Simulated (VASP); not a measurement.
# Ti2O (P-3m1) in VASP: single point with LDA

Aim: the single point of Ti2O with LDA.

Everything below comes from runs of VASP 6.6.1. Logs are shortened: lines on timing, memory, paths and dates and some standing lists are left out, and cuts for length are marked.

### Step 1. The cell of the first run

Symmetry: P-3m1, No. 164, trigonal system. Conventional cell: a = 2.919 Å, b = 2.919 Å, c = 4.713 Å, α = 90.00°, β = 90.00°, γ = 120.00°. Ti (site symmetry 3m) has 3 O at 2.14 Å and 3 Ti at 2.68 Å within 2.8 Å. O (site symmetry -3m) has 6 Ti at 2.14 Å within 2.8 Å.

### Step 2. Single point, LDA

The input, INCAR:

```
SYSTEM = Ti2O
PREC = Accurate
ENCUT = 520
EDIFF = 1E-6
ISMEAR = 1
SIGMA = 0.05
LREAL = .False.
LASPH = .True.
NELM = 60
ALGO = Normal
ISIF = 2
LWAVE = .False.
LCHARG = .False.
GGA = CA
NBANDS = 22
```

The input, KPOINTS:

```
regular mesh
0
Gamma
  9 9 5
  0 0 0
```

The input, POSCAR:

```
Ti2O
1.0
    2.9194000000      0.0000000000      0.0000000000
   -1.4597000000      2.5282700000      0.0000000000
    0.0000000000      0.0000000000      4.7130000000
Ti O
2 1
Direct
    0.6666666667      0.3333333333      0.2787400000
    0.3333333333      0.6666666667      0.7212600000
    0.0000000000      0.0000000000      0.0000000000
```

Potentials or basis: VASP PAW LDA potentials, release 64 (Ti_sv, O).

Launch:

```
> cat potpaw_LDA.64/Ti_sv/POTCAR potpaw_LDA.64/O/POTCAR > POTCAR
> mpirun -np 1 vasp_std > vasp.out
```

OUTCAR:

```text
SYSTEM = Ti2O
   PREC = Accurate
   ENCUT = 520
   EDIFF = 1E-6
   ISMEAR = 1
   LREAL = .False.
   LASPH = .True.
   NELM = 60
   ISIF = 2
   GGA = CA

 ion  position               nearest neighbor table
   1  0.667  0.333  0.279-   3 2.14   3 2.14   3 2.14   2 2.68   2 2.68   2 2.68
   2  0.333  0.667  0.721-   3 2.14   3 2.14   3 2.14   1 2.68   1 2.68   1 2.68
   3  0.000  0.000  0.000-   2 2.14   1 2.14   2 2.14   1 2.14   1 2.14   2 2.14

  LATTYP: Found a hexagonal cell.
 ALAT       =     2.9194000000
 C/A-ratio  =     1.6143728163

  Lattice vectors:

 A1 = (   2.9194000000,   0.0000000000,   0.0000000000)
 A2 = (  -1.4597000000,   2.5282700000,   0.0000000000)
 A3 = (   0.0000000000,   0.0000000000,   4.7130000000)

Analysis of symmetry for initial positions (statically):
=====================================================================
 Subroutine PRICEL returns:
 Original cell was already a primitive cell.

 Routine SETGRP: Setting up the symmetry group for a
 hexagonal supercell.

 Subroutine GETGRP returns: Found 12 space group operations
 (whereof 12 operations were pure point group operations)
 out of a pool of 24 trial point group operations.

The static configuration has the point symmetry D_3d.

Analysis of symmetry for dynamics (positions and initial velocities):
=====================================================================
 Subroutine PRICEL returns:
 Original cell was already a primitive cell.

 Routine SETGRP: Setting up the symmetry group for a
 hexagonal supercell.

 Subroutine GETGRP returns: Found 12 space group operations
 (whereof 12 operations were pure point group operations)
 out of a pool of 24 trial point group operations.

The dynamic configuration has the point symmetry D_3d.

 Subroutine INISYM returns: Found 12 space group operations
 (whereof 12 operations are pure point group operations),
 and found     1 'primitive' translations

----------------------------------------------------------------------------------------

                                     Primitive cell

  volume of cell :      34.7868

  direct lattice vectors                    reciprocal lattice vectors
     2.919400000  0.000000000  0.000000000     0.342536138  0.197763688  0.000000000
    -1.459700000  2.528270000  0.000000000     0.000000000  0.395527376  0.000000000
     0.000000000  0.000000000  4.713000000     0.000000000  0.000000000  0.212179079

  length of vectors
     2.919400000  2.919396048  4.713000000     0.395526841  0.395527376  0.212179079

  position of ions in fractional coordinates (direct lattice)
     0.666666667  0.333333333  0.278740000
     0.333333333  0.666666667  0.721260000
     0.000000000  0.000000000  0.000000000

  ion indices of the primitive-cell ions
   primitive index   ion index
                 1           1
                 2           2
                 3           3

----------------------------------------------------------------------------------------

 KPOINTS: regular mesh

Automatic generation of k-mesh.
 Grid dimensions read from file:
 generate k-points for:    9    9    5

 Generating k-lattice:

  Cartesian coordinates                     Fractional coordinates (reciprocal lattice)
     0.038059571  0.021973743  0.000000000     0.111111111  0.000000000  0.000000000
     0.000000000  0.043947486  0.000000000     0.000000000  0.111111111  0.000000000
     0.000000000  0.000000000  0.042435816     0.000000000  0.000000000  0.200000000

  Length of vectors
     0.043947427  0.043947486  0.042435816

  Shift w.r.t. Gamma in fractional coordinates (k-lattice)
     0.000000000  0.000000000  0.000000000

 Subroutine IBZKPT returns following result:
 ===========================================

 Found     50 irreducible k-points:

 Following reciprocal coordinates:
            Coordinates               Weight
  0.000000  0.000000  0.000000      1.000000
  0.111111 -0.000000  0.000000      6.000000
  0.222222 -0.000000  0.000000      6.000000
  0.333333  0.000000  0.000000      6.000000
  0.444444 -0.000000  0.000000      6.000000
  0.111111  0.111111  0.000000      6.000000
[... 16 lines left out ...]
  0.222222  0.111111  0.200000     12.000000
 -0.111111  0.333333  0.200000     12.000000
 [... further k-points ...]
   k-points           NKPTS =     50   k-points in BZ     NKDIM =     50   number of bands    NBANDS=     22
   number of dos      NEDOS =    301   number of ions     NIONS =      3
   total plane-waves  NPLWV =  20736
   dimension x,y,z NGX =    24 NGY =   24 NGZ =   36
   dimension x,y,z NGXF=    48 NGYF=   48 NGZF=   72
   ions per type =               2   1
   NGX,Y,Z   is equivalent  to a cutoff of  13.67, 13.67, 12.70 a.u.
   NGXF,Y,Z  is equivalent  to a cutoff of  27.33, 27.33, 25.40 a.u.
 SYSTEM =  Ti2O
   PREC   = accura    normal or accurate (medium, high low for compatibility)
   ISTART =      0    job   : 0-new  1-cont  2-samecut
   ICHARG =      2    charge: 1-file 2-atom 10-const
   ISPIN  =      1    spin polarized calculation?
   LNONCOLLINEAR =      F non collinear calculations
   LSORBIT =      F    spin-orbit coupling
   LASPH  =      T    aspherical Exc in radial PAW
   ENCUT  =  520.0 eV  38.22 Ry    6.18 a.u.   5.43  5.43  8.76*2*pi/ulx,y,z
   NELM   =     60;   NELMIN=  2; NELMDL= -5     # of ELM steps
   EDIFF  = 0.1E-05   stopping-criterion for ELM
   LREAL  =      F    real-space projection
   EDIFFG = 0.1E-04   stopping-criterion for IOM
   NSW    =      0    number of steps for IOM
   IBRION =     -1    ionic relax: 0-MD 1-quasi-New 2-CG
   NFREE  =      0    steps in history (QN), initial steepest desc. (CG)
   ISIF   =      2    stress and relaxation
   ISYM   =      2    0-nonsym 1-usesym 2-fastsym
   POTIM  = 0.5000    time-step for ionic-motion
   TEBEG  =    0.0;   TEEND  =   0.0 temperature during run
   PSTRESS=    0.0 pullay stress
   NELECT =      30.0000    total number of electrons
   NUPDOWN=      -1.0000    fix difference up-down
   EMIN   =  10.00;   EMAX   =-10.00  energy-range for DOS
   EFERMI =   0.00;   METHOD = LEGACY
   ISMEAR =     1;   SIGMA  =   0.05  broadening in eV -4-tet -1-fermi 0-gaus
   EFERMI_NEDOS =   21; number of points for ismear=-14 and -15
   IALGO  =     38    algorithm
   IMIX   =      4    mixing-type and parameters
     AMIX     =   0.40;   BMIX     =  1.00
     AMIX_MAG =   1.60;   BMIX_MAG =  1.00
  volume/ion in A,a.u.               =      11.60        78.25
  Fermi-wavevector in a.u.,A,eV,Ry     =   1.558274  2.944710 33.037898  2.428217
  Thomas-Fermi vector in A             =   2.661802
   LORBIT       =      0    0 simple, 1 ext, 2 COOP (PROOUT), +10 PAW based schemes
   GGA     = CA    functional components
   LHFCALC =     F    Hartree Fock is set to
   AEXX    =    0.0000 exact exchange contribution
   IVDW    =     0    specifies the selected vdW correction
   LEPSILON=     F    determine dielectric tensor
   LRPA    =     F    only Hartree local field effects (RPA)
 non-spin polarized calculation
 Methfessel and Paxton  Order N= 1 SIGMA  =   0.05
  energy-cutoff  :      520.00
  volume of cell :       34.79
 maximum number of plane-waves:       960
 NGX is ok and might be reduce to    24
   NGX = 11   NGY = 11   NGZ = 17

 number of electron      29.9999989 magnetization

 Free energy of the ion-electron system (eV)
  ---------------------------------------------------
  ext. energy  EPLUGINS =         0.00000000
  ---------------------------------------------------
  free energy    TOTEN  =       -28.64411109 eV

  energy without entropy =      -28.64440609  energy(sigma->0) =      -28.64420942

 E-fermi :  10.1465     XC(G=0): -12.8919

 val. band max:       10.1112212300   @ k =   0.3333   0.1111   0.4000
 cond. band min:      10.2174096676   @ k =   0.4444   0.1111   0.4000
 fundamental gap:      0.1061884376
 Fermi energy:        10.1465133108

 k-point     1 :       0.0000    0.0000    0.0000
  band No.  band energies     occupation
      1     -46.2953      2.00000
      2     -46.1041      2.00000
      3     -23.4226      2.00000
      4     -22.6215      2.00000
      5     -22.6214      2.00000
      6     -22.5053      2.00000
[... 14 lines left out ...]
     21      11.4788      0.00000
     22      14.3166      0.00000

 k-point     2 :       0.1111   -0.0000    0.0000
  band No.  band energies     occupation
      1     -46.2801      2.00000
      2     -46.0991      2.00000
      3     -23.3835      2.00000
      4     -22.7068      2.00000
      5     -22.6451      2.00000
      6     -22.5665      2.00000
[... 14 lines left out ...]
     21      11.8797      0.00000
     22      13.7572      0.00000

 k-point     3 :       0.2222   -0.0000    0.0000
  band No.  band energies     occupation
      1     -46.2398      2.00000
      2     -46.0877      2.00000
      3     -23.2795      2.00000
      4     -22.8956      2.00000
      5     -22.7379      2.00000
      6     -22.7008      2.00000
[... 14 lines left out ...]
     21      12.5485      0.00000
     22      13.3250      0.00000

 k-point     4 :       0.3333    0.0000    0.0000
  band No.  band energies     occupation
      1     -46.1891      2.00000
      2     -46.0793      2.00000
      3     -23.1604      2.00000
      4     -23.1055      2.00000
      5     -22.8888      2.00000
      6     -22.7600      2.00000
[... 14 lines left out ...]
     21      13.0046      0.00000
     22      13.7693      0.00000

 k-point     5 :       0.4444   -0.0000    0.0000
  band No.  band energies     occupation
      1     -46.1495      2.00000
      2     -46.0801      2.00000
      3     -23.2432      2.00000
      4     -23.1345      2.00000
      5     -22.8842      2.00000
      6     -22.7970      2.00000
[... 14 lines left out ...]
     21      13.3012      0.00000
     22      13.4699      0.00000

 k-point     6 :       0.1111    0.1111    0.0000
  band No.  band energies     occupation
      1     -46.2523      2.00000
      2     -46.0909      2.00000
      3     -23.3116      2.00000
      4     -22.8165      2.00000
      5     -22.7552      2.00000
      6     -22.6265      2.00000
[... 14 lines left out ...]
     21      12.4124      0.00000
     22      13.3425      0.00000

 k-point     7 :       0.2222    0.1111    0.0000
  band No.  band energies     occupation
      1     -46.2065      2.00000
      2     -46.0812      2.00000
      3     -23.1951      2.00000
      4     -22.9971      2.00000
      5     -22.8972      2.00000
      6     -22.7088      2.00000
[... 324 lines left out ...]
      6     -22.7813      2.00000
[... 14 lines left out ...]
     21      13.5014      0.00000
     22      14.1434      0.00000

 k-point    21 :       0.0000    0.4444    0.2000
  band No.  band energies     occupation
      1     -46.1456      2.00000
      2     -46.0840      2.00000
      3     -23.2746      2.00000
      4     -23.1472      2.00000
      5     -22.8705      2.00000
      6     -22.7835      2.00000
[... 14 lines left out ...]
     21      13.6584      0.00000
     22      13.6927      0.00000

 k-point    22 :       0.1111    0.1111    0.2000
  band No.  band energies     occupation
      1     -46.2434      2.00000
      2     -46.1000      2.00000
      3     -23.2628      2.00000
      4     -22.8458      2.00000
      5     -22.7365      2.00000
      6     -22.6418      2.00000
[... 14 lines left out ...]
     21      12.5209      0.00000
     22      13.2103      0.00000

 k-point    23 :       0.2222    0.1111    0.2000
  band No.  band energies     occupation
      1     -46.1997      2.00000
      2     -46.0882      2.00000
      3     -23.2040      2.00000
      4     -23.0276      2.00000
      5     -22.8301      2.00000
      6     -22.7129      2.00000
[... 14 lines left out ...]
     21      12.9991      0.00000
     22      14.1730      0.00000

 k-point    24 :      -0.1111    0.3333    0.2000
  band No.  band energies     occupation
      1     -46.1996      2.00000
      2     -46.0883      2.00000
      3     -23.1851      2.00000
      4     -22.9842      2.00000
      5     -22.9097      2.00000
      6     -22.7121      2.00000
[... 14 lines left out ...]
     21      13.0077      0.00000
     22      13.4610      0.00000

 [... further k-points ...]
[... 5 lines left out ...]
  --------------------------------------------------------------------------------------
  -------------------------------------------------------------------------------------
  Total       -0.5312595     -0.5312575      0.2534359      0.0000000      0.0000000      0.0000000
  in kB      -24.4682419    -24.4681536     11.6725079      0.0000000      0.0000000      0.0000000
  external PRESSURE =     -12.4212959 kB  Pullay stress =       0.0000000 kB

 VOLUME and BASIS-vectors are now :
 -----------------------------------------------------------------------------
  energy-cutoff  :      520.00
  volume of cell :       34.79
      direct lattice vectors                 reciprocal lattice vectors
     2.919400000  0.000000000  0.000000000     0.342536138  0.197763688  0.000000000
    -1.459700000  2.528270000  0.000000000     0.000000000  0.395527376  0.000000000
     0.000000000  0.000000000  4.713000000     0.000000000  0.000000000  0.212179079

 POSITION                                       TOTAL-FORCE (eV/Angst)
 -----------------------------------------------------------------------------------
      1.45970      0.84276      1.31370        -0.000000      0.000000     -1.442292
     -0.00000      1.68551      3.39930         0.000000     -0.000000      1.442292
      0.00000      0.00000      0.00000         0.000000      0.000000      0.000000
 -----------------------------------------------------------------------------------
    total drift:                               -0.000000      0.000000      0.000000

  FREE ENERGIE OF THE ION-ELECTRON SYSTEM (eV)
  ---------------------------------------------------
  free  energy   TOTEN  =       -28.6441110862 eV

  energy  without entropy=      -28.6444060937  energy(sigma->0) =      -28.64420942
```

Run time: 12 s. Hardware: 1 thread of Intel Xeon 6975P-C (Granite Rapids), shared host; peak memory 0.16 GiB.

Results:

```yaml
Free_energy: -28.6441 eV
Pressure: -1.2 GPa
Largest_force: 1.442 eV/Å
Band_gap_on_the_k_mesh: zero (band 15 reaches 10.51 eV, above the bottom of band 16 at 9.86 eV)
```

Forces in eV/Å, atoms in the order of the input:
```
Ti   0.000  0.000 -1.442
Ti   0.000  0.000  1.442
O    0.000  0.000  0.000
```

Stress tensor (GPa, compression positive):
```
-2.45  0.00  0.00
 0.00 -2.45  0.00
 0.00  0.00  1.17
```

Caveat: forces of over 1 eV/Å act on the atoms, so gaps and moduli don't describe the material at rest.
